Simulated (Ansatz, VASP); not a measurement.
**One calculation of Be2BiSb2, two programs**

Contents of INCAR:

```
SYSTEM = Be2BiSb2
PREC = Accurate
ENCUT = 600
EDIFF = 1E-6
ISMEAR = 0
SIGMA = 0.1
LREAL = .False.
LASPH = .True.
NELM = 100
ALGO = Normal
ISIF = 3
LWAVE = .False.
LCHARG = .False.
GGA = PS
IBRION = 2
NSW = 80
EDIFFG = -0.05
```

File KPOINTS:

```
regular mesh
0
Gamma
  6 6 6
  0 0 0
```

File POSCAR:

```
Be2BiSb2
1.0
   -1.9001327035      3.0072228826      3.9851575010
    1.9001327035     -3.0072228826      3.9851575010
    1.9001327035      3.0072228826     -3.9851575010
Be Sb Bi
2 2 1
Direct
    0.7191387499      0.2191387499      0.5000000000
    0.2808612501      0.7808612501      0.5000000000
    0.7030709111      0.5000000000      0.2030709111
    0.2969290889      0.5000000000      0.7969290889
    0.0000000000      0.0000000000      0.0000000000
```

Input for Ansatz:

```yaml
crystal:
  lattice:
    - [-1.9001327035, 3.0072228826, 3.985157501]
    - [1.9001327035, -3.0072228826, 3.985157501]
    - [1.9001327035, 3.0072228826, -3.985157501]
  atoms:
    - { symbol: Be, position: [0.7191387499, 0.2191387499, 0.5] }
    - { symbol: Be, position: [0.2808612501, 0.7808612501, 0.5] }
    - { symbol: Sb, position: [0.7030709111, 0.5, 0.2030709111] }
    - { symbol: Sb, position: [0.2969290889, 0.5, 0.7969290889] }
    - { symbol: Bi, position: [0.0, 0.0, 0.0] }
basis:
  ecutwfc: 420
kpoints:
  mp_grid: { grid: [6, 6, 6] }
hamiltonian:
  xc: pbesol
scf:
  occupations: { method: gaussian, width: 0.1 }
output:
  forces: true
  stress: true
  eigenvalues: true
relax:
  adjacent_minimum: "off"
  f_tol: 0.05
  max_steps: 60
  cell: { stress_tol: 0.5 }
```

Alike in both runs: task relaxation of cell and atoms; functional PBEsol; k mesh 6 × 6 × 6; occupations gaussian, width 0.1 eV; no spin polarisation.

```csv
,VASP,Ansatz
version,VASP 6.6.1,Ansatz 0.2.0
potentials or method,"VASP PAW PBE potentials, release 64 (Be, Sb, Bi_d), cutoff 600 eV","scalar-relativistic, plane waves, PAW"
valence electrons in the cell,29,49
```

```csv
,VASP,Ansatz,Ansatz less VASP
"gap on the k mesh at the Fermi level, each at its own relaxed structure (eV)",none,none,-
relaxed volume (Å³/atom),20.92,20.99,+0.074
relaxed cell length with the largest relative difference (Å),5.838,5.853,+0.0147
```

VASP's potentials were made for PBE, not for PBEsol. A gap of «none» marks a metal or a gap that the smearing closes. VASP's potentials hold 29 valence electrons a cell and Ansatz's 49, so a difference there can come from the potentials and not from the codes.

Spin-orbit coupling is off throughout.
